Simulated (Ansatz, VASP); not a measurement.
**ZnAu: VASP beside Ansatz**

```
CELL_PARAMETERS angstrom
3.08330 0.00000 0.00000
0.00000 3.08330 0.00000
0.00000 0.00000 3.08330
ATOMIC_POSITIONS crystal
Zn 0.50000 0.50000 0.50000
Au 0.00000 0.00000 0.00000
```

Change from the starting cell: volume scaled by 0.9405.

Alike in both runs: task single point; functional PBE; k mesh 13 × 13 × 13; occupations fermi-dirac, width 0.05 eV; no spin polarisation.

```csv
,VASP,Ansatz
version,VASP 6.6.1,Ansatz 0.2.0
potentials or method,"VASP PAW PBE potentials, release 64 (Zn, Au), cutoff 520 eV","all-electron LAPW, scalar-relativistic"
```

Ansatz gave:

- pressure (GPa): 15.1

Problem. Estimate VASP's values.

Solution. Pressure (GPa): 15.3.

Ansatz ran all-electron here, and VASP with PAW potentials.

Neither program's run includes spin-orbit coupling.
